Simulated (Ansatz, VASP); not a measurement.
# Pt in VASP and in Ansatz

Contents of INCAR:

```
ALGO     = Normal         # electronic algorithm
EDIFF    = 1E-7           # SCF threshold, eV
ENCUT    = 520            # plane-wave cutoff, eV
GGA      = PE             # functional
ISIF     = 2              # what is computed and relaxed
ISMEAR   = 1              # smearing method
LASPH    = True           # aspherical terms in the spheres
LCHARG   = False          # write CHGCAR
LREAL    = False          # projectors in reciprocal space
LWAVE    = False          # write WAVECAR
NBANDS   = 11             # bands
NELM     = 100            # most SCF steps
PREC     = Accurate       # precision mode
SIGMA    = 0.05           # smearing width, eV
```

KPOINTS

```
k-points
0
Gamma
  10 10 10
```

POSCAR

```
Pt
1.0
    0.0000000000      1.9674146658      1.9674146658
    1.9674146658      0.0000000000      1.9674146658
    1.9674146658      1.9674146658      0.0000000000
Pt
1
Direct
    0.0000000000      0.0000000000      0.0000000000
```

Input for Ansatz:

```yaml
crystal:
  lattice:
    - [0.0, 1.9674146657976828, 1.9674146657976828]
    - [1.9674146657976828, 0.0, 1.9674146657976828]
    - [1.9674146657976828, 1.9674146657976828, 0.0]
  atoms:
    - { symbol: Pt, position: [0.0, 0.0, 0.0] }
basis:
  ecutwfc: 500.0
kpoints:
  mp_grid:
    grid: [10, 10, 10]
hamiltonian:
  xc: pbe
scf:
  occupations:
    method: cold
    width: 0.05
output:
  stress: true
```

Alike in both runs: task single point; functional PBE; k mesh 10 × 10 × 10; no spin polarisation.

|  | VASP | Ansatz |
| --- | --- | --- |
| version | VASP 6.6.1 | Ansatz 0.2.0 |
| potentials or method | VASP PAW PBE potentials, release 64 (Pt), cutoff 520 eV | plane waves, PAW |
| occupations | methfessel-paxton of order 1, width 0.05 eV | cold, width 0.05 eV |
| valence electrons in the cell | 10 | 18 |

VASP gave:

```
pressure (GPa) : 6.6
```

Task: What did Ansatz give for the same quantities?

Result: Pressure (GPa): 7.1.

VASP's potentials hold 10 valence electrons a cell and Ansatz's 18, so a difference there can come from the potentials and not from the codes.

Neither program's run includes spin-orbit coupling.
